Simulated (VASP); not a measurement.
Set up this calculation in VASP 6.6.1, as the native input.

* Task: relaxation of cell and atoms
* Functional: PBE
* Potentials or basis: VASP PAW PBE potentials, release 64 (Ag, O)
* Cutoff: 600 eV
* k mesh: 10 × 10 × 10
* Occupations: gaussian, width 0.1 eV
* Spin: no spin polarisation
* Dipole correction: no
* Further INCAR settings: ALGO = Normal; EDIFF = 1e-06; IBRION = 2; EDIFFG = -0.01; NSW = 100; ISIF = 3

The structure of AgO2 lies in POSCAR:

```
AgO2
1.0
   -2.4579732224      2.4579732224      3.0022806633
    2.4579732224     -2.4579732224      3.0022806633
    2.4579732224      2.4579732224     -3.0022806633
Ag O
2 4
Direct
    0.2500000000      0.2500000000      0.0000000000
    0.7500000000      0.7500000000      0.0000000000
    0.5976688495      0.0976688495      0.6953376990
    0.0976688495      0.4023311505      0.5000000000
    0.4023311505      0.9023311505      0.3046623010
    0.9023311505      0.5976688495      0.5000000000
```

The cell was generated, and may not be a known phase.

These files were run (other wordings do the same):

INCAR

```
SYSTEM = AgO2
PREC = Accurate ; ENCUT = 600
EDIFF = 1E-6 ; ISMEAR = 0
SIGMA = 0.1 ; LREAL = .FALSE.
LASPH = .TRUE. ; NELM = 100
ALGO = Normal ; ISIF = 3
LWAVE = .FALSE. ; LCHARG = .FALSE.
GGA = PE ; IBRION = 2
NSW = 100 ; EDIFFG = -0.01
```

KPOINTS

```
Automatic mesh
0
G
  10 10 10
  0 0 0
```

Potentials or basis: VASP PAW PBE potentials, release 64 (Ag, O).

Run with:

```console
$ cat potpaw_PBE.64/Ag/POTCAR potpaw_PBE.64/O/POTCAR > POTCAR
$ mpirun -np 1 vasp_std > vasp.out
```

Results of the run:

* Relaxed volume: 12.02 Å³/atom
* Relaxed cell: a = 4.591 Å, b = 4.591 Å, c = 4.591 Å, α = 115.77°, β = 115.77°, γ = 97.50°
* Space group after relaxing (to 0.1 Å): I4/mcm (No. 140)
* Energy gained by relaxing: 1.1 meV/atom
* Ionic steps: 9
* Pressure after relaxing: -0.1 GPa
* Band gap on the k mesh: zero (bands 23 and 24 overlap by 0.31 eV)

Run time: 9.4 min on 1 thread of Intel(R) Xeon(R) 6975P-C (Granite Rapids) (shared host), peak memory 0.38 GiB.
